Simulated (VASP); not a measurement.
Here is a VASP 6.6.1 calculation.

File INCAR:

```
PREC = Accurate ; ENCUT = 520
EDIFF = 1E-6 ; ISMEAR = -1
SIGMA = 0.05 ; LREAL = Auto
LASPH = True ; NELM = 100
ALGO = Normal ; ISIF = 2
LWAVE = False ; LCHARG = True
GGA = PS ; LELF = True
LVHAR = True ; NBANDS = 168
NELECT = 264.0
```

The input KPOINTS:

```
Automatic mesh
0
Gamma
  1 1 1
```

Contents of POSCAR:

```
Si62Ge
1.0
   10.8600000000      0.0000000000      0.0000000000
    0.0000000000     10.8600000000      0.0000000000
    0.0000000000      0.0000000000     10.8600000000
Si Ge
62 1
Direct
    0.5026527145     -0.0012439802      0.0018821117
    0.7516253406      0.2480023460      0.0018875522
    0.8740349179      0.3763000526      0.1239327895
    0.8703884671      0.1216791478      0.3700226698
   -0.0024559245      0.0017350656      0.0002948660
    0.1246662308      0.1257583076      0.1242291035
    0.2508502200      0.2506580296     -0.0008782717
    0.3763793621      0.3742217633      0.1250672048
    0.4999918379      0.4995312567     -0.0010625842
    0.6246905868      0.6257111361      0.1241181014
    0.7486488709      0.7532316612      0.0005184435
    0.8705152915      0.8801757902      0.1276835718
    0.2494493912      0.0010419567      0.2487954128
    0.3740833916      0.1259118337      0.3735212440
    0.5016902965      0.2486854029      0.2512818449
    0.6246909032      0.3763529844      0.3733702942
    0.7495115421      0.5011191796      0.2488104308
    0.8742344892      0.6253039494      0.3738071840
    0.5014531303      0.0017685756      0.4963113897
    0.6247404106      0.1257867361      0.6240865778
    0.7486623286      0.2494024990      0.4965863478
    0.8746607868      0.3751740466      0.6238039473
    0.7494966826      0.0010224328      0.7486656133
    0.8739408232      0.1257628016      0.8737290935
   -0.0002224278      0.5007492101     -0.0007509635
    0.1242489089      0.6261904597      0.1246227882
    0.2495523012      0.7509006687     -0.0006328534
    0.3742398632      0.8764511789      0.1239785960
   -0.0030146802      0.2492753022      0.2481492075
    0.1246656761      0.3748650269      0.3738641540
    0.2499786606      0.5004270749      0.2482021114
    0.3752495246      0.6257539854      0.3741882300
    0.5008712402      0.7529985229      0.2481051350
    0.6287209251      0.8797637225      0.3695125782
   -0.0022119710     -0.0002851161      0.4969258322
    0.1244445453      0.1256116202      0.6241197446
    0.2496039997      0.2506070009      0.4990932387
    0.3746468651      0.3759632136      0.6247583335
    0.5001128343      0.5009106918      0.4989675562
    0.6249239504      0.6261251167      0.6241728114
    0.7506948528      0.7529235127      0.4969349537
    0.8743052159      0.8762541220      0.6243714857
    0.2503081585      0.0016307249      0.7494124308
    0.3767338967      0.1244718931      0.8761114012
    0.4995819420      0.2506612605      0.7502278454
    0.6260209051      0.3736592516      0.8758035738
    0.7489762605      0.5003222380      0.7495096428
    0.8745355398      0.6257371231      0.8750436808
   -0.0028397893      0.7531002523      0.2501992238
    0.1251365063      0.8761491531      0.3735229714
   -0.0003048740      0.5002342464      0.4986914144
    0.1250277113      0.6254353610      0.6246337762
    0.2501034873      0.7510690784      0.4989318533
    0.3755722214      0.8760401415      0.6237719795
   -0.0006927739      0.2506657192      0.7491279629
    0.1255958648      0.3757615120      0.8738840948
    0.2496492546      0.5009013254      0.7489498273
    0.3746010357      0.6250086088      0.8741319742
    0.4996591005      0.7511087415      0.7491213755
    0.6247268931      0.8764850974      0.8735286870
   -0.0008090431      0.7510063687      0.7496263525
    0.1248154157      0.8757015908      0.8745845874
    0.6446617112      0.1057887236      0.1451047671
```

Potentials or basis: VASP PAW PBE potentials, release 64 (Si, Ge_d).

The run is started by

```console
$ cat potpaw_PBE.64/Si/POTCAR potpaw_PBE.64/Ge_d/POTCAR > POTCAR
$ mpirun -np 1 vasp_gam > vasp.out
```

Problem. Predict the largest force.

Solution. 0.019 eV/Å.

Forces in eV/Å, atoms in the order of the input:
```
Si   0.004 -0.003  0.005
Si   0.001 -0.007  0.009
Si   0.000 -0.003 -0.005
Si   0.001  0.008 -0.004
Si  -0.003 -0.009  0.008
Si  -0.003  0.004 -0.010
Si  -0.004 -0.002  0.003
Si   0.003 -0.005 -0.018
Si  -0.002  0.006  0.000
Si  -0.002  0.005 -0.001
Si   0.003  0.006  0.009
Si  -0.001  0.000 -0.006
Si  -0.006 -0.001  0.004
Si   0.003 -0.001  0.003
Si   0.016 -0.010 -0.002
Si  -0.011  0.000 -0.002
Si  -0.002  0.002 -0.001
Si   0.004 -0.002  0.000
Si   0.004 -0.002 -0.002
Si  -0.006  0.002 -0.004
Si   0.008 -0.012  0.000
Si   0.003 -0.006  0.002
Si   0.000  0.003  0.001
Si   0.003  0.004 -0.003
Si  -0.002  0.009 -0.006
Si  -0.003  0.000 -0.005
Si  -0.003 -0.001 -0.006
Si   0.002  0.000 -0.006
Si  -0.002 -0.007  0.006
Si   0.001 -0.005  0.001
Si  -0.002  0.004  0.018
Si   0.011 -0.004  0.003
Si   0.007  0.010  0.005
Si  -0.005  0.001 -0.004
Si  -0.001  0.010 -0.002
Si  -0.004 -0.002 -0.004
Si  -0.009  0.003 -0.005
Si   0.008 -0.002  0.007
Si  -0.008  0.006  0.002
Si   0.002  0.005 -0.006
Si  -0.009 -0.001  0.001
Si   0.002 -0.003  0.002
Si   0.000 -0.013  0.007
Si   0.002  0.010  0.007
Si   0.002  0.006 -0.008
Si  -0.015 -0.006  0.004
Si   0.007 -0.001  0.002
Si   0.014 -0.004 -0.001
Si   0.001  0.004 -0.012
Si   0.006 -0.002  0.008
Si  -0.002  0.014  0.003
Si  -0.003 -0.002 -0.002
Si  -0.009  0.002 -0.004
Si   0.002 -0.004 -0.003
Si  -0.004  0.007 -0.006
Si   0.002 -0.003  0.006
Si   0.004  0.001  0.007
Si   0.003 -0.008  0.001
Si  -0.004  0.001 -0.002
Si  -0.006 -0.001  0.001
Si   0.000  0.001 -0.005
Si  -0.002 -0.001  0.005
Ge   0.005  0.001  0.004
```

Caveat: the k points lie up to 0.58 Å⁻¹ apart; the cell carries a net charge on a neutralising background, which shifts energy and pressure; the PAW data sets were made with another functional, which shifts forces and pressure a little.
